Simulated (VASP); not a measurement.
Write the native input for VASP 6.6.1 that does the following.

* Task: single point
* Functional: PBE
* Potentials or basis: VASP PAW PBE potentials, release 64 (In_d, As)
* Cutoff: 520 eV
* k mesh: 4 × 4 × 4
* Occupations: gaussian, width 0.1 eV
* Spin: no spin polarisation
* Dipole correction: no
* Further INCAR settings: ALGO = Normal; EDIFF = 1e-06; NBANDS = 30

The structure of In3As lies in POSCAR:

```
In3As
1.0
   -3.0657757200      3.0657757200      3.0657757200
    3.0657757200     -3.0657757200      3.0657757200
    3.0657757200      3.0657757200     -3.0657757200
In As
3 1
Direct
    0.0000000000      0.5000000000      0.5000000000
    0.5000000000      0.0000000000      0.5000000000
    0.5000000000      0.5000000000      0.0000000000
    0.0000000000      0.0000000000      0.0000000000
```

The input as run:

INCAR

```
SYSTEM = In3As
ALGO = Normal ; EDIFF = 1E-6
ENCUT = 520 ; GGA = PE
ISIF = 2 ; ISMEAR = 0
LASPH = .True. ; LCHARG = .True.
LELF = .True. ; LREAL = .False.
LVHAR = .True. ; LWAVE = .False.
NBANDS = 30 ; NELM = 100
PREC = Accurate ; SIGMA = 0.1
```

KPOINTS

```
k-points
0
Gamma
  4 4 4
  0 0 0
```

Potentials or basis: VASP PAW PBE potentials, release 64 (In_d, As).

Run with:

```sh
$ cat potpaw_PBE.64/In_d/POTCAR potpaw_PBE.64/As/POTCAR > POTCAR
$ mpirun -np 1 vasp_std > vasp.out
```

It gave:

```
Pressure               : -3.0 GPa
Band gap on the k mesh : zero (band 22 reaches 6.08 eV, above the bottom of band 23 at 4.48 eV)
```

Caveat: the k points lie up to 0.36 Å⁻¹ apart; spin-orbit coupling is left out, which moves the levels of the heavy elements.

Wall time 20 s on 1 thread of AMD EPYC 9R45 96-Core Processor (Zen 5), on a shared host, peak memory 0.21 GiB.
